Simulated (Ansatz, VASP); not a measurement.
# Two plane-wave programs on Ta8H

```
Ta H
1.0
    -3.31879   -3.31879    3.31879
    -3.31879    3.31879   -3.31879
     3.31879   -3.31879   -3.31879
Ta H
8 1
Cartesian
  -1.6542 -1.6129 -1.6199
  0.0187 0.0387 -3.3313
  -0.0086 -3.2801 -0.0122
  1.6643 -1.6449 -1.6852
  -3.2619 0.0068 -0.0123
  -1.6543 1.6738 -1.6581
  -1.6545 -1.6130 1.5953
  -0.0468 0.0067 -0.0120
  -1.6544 -2.4624 -3.3311
```

Alike in both runs: functional PBE; k mesh 6 × 6 × 6; occupations gaussian, width 0.1 eV; no spin polarisation.

Ansatz relaxed the structure, and its values are those at the end. VASP's run is a single point on that final structure, the one shown.

```csv
,VASP,Ansatz
version,VASP 6.6.1,Ansatz 0.2.0
potentials or method,"VASP PAW PBE potentials, release 64 (Ta_pv, H), cutoff 520 eV","scalar-relativistic, plane waves, PAW"
valence electrons in the cell,89,105
```

Ansatz gave:

| Quantity | Value |
| --- | --- |
| gap on the k mesh at the Fermi level (eV) | none |
| rms of the force components (eV/Å) | 0.002 |

What did VASP give for the same quantities?

gap on the k mesh at the Fermi level (eV): none; rms of the force components (eV/Å): 0.006.

A gap of «none» marks a metal or a gap that the smearing closes. The functional is the same, so the differences come from potentials, cutoffs and numerics. VASP's potentials hold 89 valence electrons a cell and Ansatz's 105, so a difference there can come from the potentials and not from the codes.

Neither program's run includes spin-orbit coupling.
